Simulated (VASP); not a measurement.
Input of a VASP 6.6.1 run:

INCAR

```
SYSTEM = Pd
ALGO = Normal
EDIFF = 1E-7
EDIFFG = -0.02
ENCUT = 500
GGA_COMPAT = .False.
IBRION = 2
ISIF = 3
ISMEAR = -1
LASPH = .True.
LCHARG = .False.
LREAL = .False.
LWAVE = .False.
NELM = 120
NELMIN = 4
NSW = 60
PREC = Accurate
PSTRESS = 50.0
SIGMA = 0.05
```

File KPOINTS:

```
k-points
0
Gamma
  8 8 8
  0 0 0
```

The input POSCAR:

```
Pd
1.0
    0.0000000000      2.6750000000      2.6750000000
    2.6750000000      0.0000000000      2.6750000000
    2.6750000000      2.6750000000      0.0000000000
Pd
2
Direct
    1.0000000000      1.0000000000      1.0000000000
    0.2500000000      0.2500000000      0.2500000000
```

Potentials or basis: VASP PAW LDA potentials, release 64 (Pd).

Command:

```console
$ cat potpaw_LDA.64/Pd/POTCAR > POTCAR
$ mpirun -np 1 vasp_std > vasp.out
```

Problem. Estimate the space group after relaxing (to 0.1 Å).

Solution. Fd-3m (No. 227).

Problem. Predict the relaxed cell.

Solution. a = 3.906 Å, b = 3.906 Å, c = 3.906 Å, α = 60.00°, β = 60.00°, γ = 60.00°.

Final structure:
```cif
data_structure
_symmetry_space_group_name_H-M 'P 1'
_symmetry_Int_Tables_number 1
_cell_length_a 3.9064
_cell_length_b 3.9064
_cell_length_c 3.9064
_cell_angle_alpha 60.000
_cell_angle_beta 60.000
_cell_angle_gamma 60.000
_cell_volume 42.15
loop_
_atom_site_label
_atom_site_type_symbol
_atom_site_fract_x
_atom_site_fract_y
_atom_site_fract_z
_atom_site_occupancy
Pd1 Pd 0.00000 0.00000 0.00000 1
Pd2 Pd 0.25000 0.25000 0.25000 1
```
